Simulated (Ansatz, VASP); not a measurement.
**ZnS: VASP beside Ansatz**

```
Zn S
1.0
     2.70465   -2.70465    0.00000
     2.70465    0.00000   -2.70465
     8.11395    4.05698    4.05698
Zn S
3 3
Direct
  0.60415 0.60415 0.12503
  0.60415 0.60415 0.79170
  0.10415 0.10415 0.45837
  0.22915 0.22915 0.87503
  0.72915 0.72915 0.54170
  0.22915 0.22915 0.20837
```

Alike in both runs: task single point; functional LDA; k mesh 8 × 8 × 3; occupations gaussian, width 0.05 eV; no spin polarisation.

|  | VASP | Ansatz |
| --- | --- | --- |
| version | VASP 6.6.1 | Ansatz 0.2.0 |
| potentials or method | VASP PAW LDA potentials, release 64 (Zn, S), cutoff 520 eV | scalar-relativistic, plane waves, PAW |
| valence electrons in the cell | 54 | 54 |

Ansatz gave:

| Item | Value |
| --- | --- |
| gap on the k mesh at the Fermi level (eV) | 1.11 |
| least direct gap on the mesh (eV) | 1.11 |
| pressure (GPa) | -5.4 |
| traceless stress, the component that is largest in VASP (GPa) | 2.04 |
| rms of the force components (eV/Å) | 0.115 |

Question: Which values does VASP return?

Answer: gap on the k mesh at the Fermi level (eV): 1.14; least direct gap on the mesh (eV): 1.14; pressure (GPa): -5.2; traceless stress, the component that is largest in VASP (GPa): 2.04; rms of the force components (eV/Å): 0.116.

LDA's correlation is that of Perdew and Zunger in VASP and of Perdew and Wang (1992) in Ansatz. Atom by atom the forces differ by 0.004 eV/Å (rms over components).
